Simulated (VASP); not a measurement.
**Al4N3: single point with PBE**

Al4N3:

```
Al N
1.0
     3.05358    0.00000    0.00000
    -1.52679    2.64448    0.00000
     0.00000    0.00000    9.58068
Al N
4 3
Cartesian
  0.0000 0.0000 4.7594
  0.0000 1.7630 7.3030
  0.0000 0.0000 9.3702
  0.0000 1.7630 2.2754
  0.0000 1.7630 4.1495
  0.0000 0.0000 6.6350
  0.0000 0.0000 1.6746
```

This cell differs from its parent crystal: volume scaled by 0.94, then relaxed in part.

```yaml
Program: VASP 6.6.1
Task: single point
Functional: PBE
Potentials_or_basis: VASP PAW PBE potentials, release 64 (Al, N)
Cutoff: 520 eV
k_mesh: 12 × 12 × 4
Occupations: gaussian, width 0.1 eV
Spin: no spin polarisation
```

The pressure is 10.2 GPa. The largest force is 0.012 eV/Å.

Forces in eV/Å, atoms in the order of the input:
```
Al   0.000  0.000  0.006
Al   0.000  0.000 -0.012
Al   0.000  0.000  0.006
Al   0.000  0.000  0.005
N    0.000  0.000 -0.003
N    0.000  0.000  0.001
N    0.000  0.000 -0.003
```

Levels at points of the mesh, in eV from the Fermi level:
```
           k point  band 10  band 11  band 12  band 13  band 14  band 15  band 16  band 17
(0.00, 0.00, 0.00)    -3.56    -3.56    -3.29    -3.29     1.04     2.61     4.10     5.20
(0.50, 0.00, 0.00)    -4.82    -4.52    -4.00    -3.58    -1.63     1.26     2.81     2.98
(0.00, 0.00, 0.50)    -3.57    -3.28    -3.28    -3.21     0.22     3.55     3.90     4.86
(0.50, 0.00, 0.50)    -5.00    -4.54    -3.98    -3.43    -1.72     1.38     2.60     3.15
```

Run time: 2.2 min on 1 thread of Intel(R) Xeon(R) Platinum 8488C (Sapphire Rapids), on a shared host, peak memory 0.24 GiB.
